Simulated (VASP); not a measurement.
## Cd: single point with PBE

Crystal: Cd.

```
CELL_PARAMETERS angstrom
0.00000 2.20632 2.20632
2.20632 0.00000 2.20632
2.20632 2.20632 0.00000
ATOMIC_POSITIONS crystal
Cd 0.00000 0.00000 0.00000
```

This isn't the form of Cd at room conditions, which is hcp.

- Program: VASP 6.6.1
- Task: single point
- Functional: PBE
- Potentials or basis: VASP PAW PBE potentials, release 64 (Cd)
- Cutoff: 520 eV
- k mesh: 21 × 21 × 21
- Occupations: fermi-dirac, width 0.0612256 eV
- Spin: no spin polarisation
- Dipole correction: no
- Further INCAR settings: ALGO = Normal; EDIFF = 1e-07; NBANDS = 12

```yaml
Pressure: 3.4 GPa
Band_gap_on_the_k_mesh: zero (bands 6 and 7 overlap by 2.64 eV)
```

Levels at points of the mesh, in eV from the Fermi level:
```tsv
k point	band 4	band 5	band 6	band 7	band 8	band 9
(0.00, 0.00, 0.00)	-8.88	-8.69	-8.69	13.98	15.14	15.14
```

Run time: 25 s on 1 thread of Intel(R) Xeon(R) Platinum 8488C (Sapphire Rapids) (shared host), peak memory 0.19 GiB.

Caveat: the cell stands under pressure.
